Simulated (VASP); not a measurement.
Set up this calculation in VASP 6.6.1, as the native input.

```
Task                   : single point
Functional             : PBE
Potentials or basis    : VASP PAW PBE potentials, release 64 (Al, Na_pv)
Cutoff                 : 520 eV
k mesh                 : 6 × 6 × 6
Occupations            : fermi-dirac, width 0.05 eV
Spin                   : no spin polarisation
Dipole correction      : no
Further INCAR settings : ALGO = Fast; EDIFF = 1e-06; NBANDS = 20
```

The structure of Na3Al lies in POSCAR:

```
Na3Al
1.0
    0.0000000000      3.8583888722      3.8583888722
    3.8583888722      0.0000000000      3.8583888722
    3.8583888722      3.8583888722      0.0000000000
Al Na
1 3
Direct
    0.0000000000      0.0000000000      0.0000000000
    0.5000000000      0.5000000000      0.5000000000
    0.7500000000      0.7500000000      0.7500000000
    0.2500000000      0.2500000000      0.2500000000
```

One way to write it, as run:

INCAR

```
SYSTEM = Na3Al
  PREC = Accurate
  ENCUT = 520
  EDIFF = 1E-6
  ISMEAR = -1
  SIGMA = 0.05
  LREAL = .FALSE.
  LASPH = .TRUE.
  NELM = 60
  ALGO = Fast
  ISIF = 2
  LWAVE = .FALSE.
  LCHARG = .FALSE.
  GGA = PE
  NBANDS = 20
```

KPOINTS

```
Automatic mesh
0
G
  6 6 6
  0 0 0
```

Potentials or basis: VASP PAW PBE potentials, release 64 (Al, Na_pv).

Launch:

```console
$ cat potpaw_PBE.64/Al/POTCAR potpaw_PBE.64/Na_pv/POTCAR > POTCAR
$ mpirun -np 1 vasp_std > vasp.out
```

It gave:

```json
{
 "Pressure": "-0.1 GPa",
 "Band gap on the k mesh": "zero (band 12 reaches 2.46 eV, above the bottom of band 13 at 0.56 eV)"
}
```

Wall time 28 s on 1 thread of AMD EPYC 9R14 (Zen 4), on a shared host, peak memory 0.22 GiB.
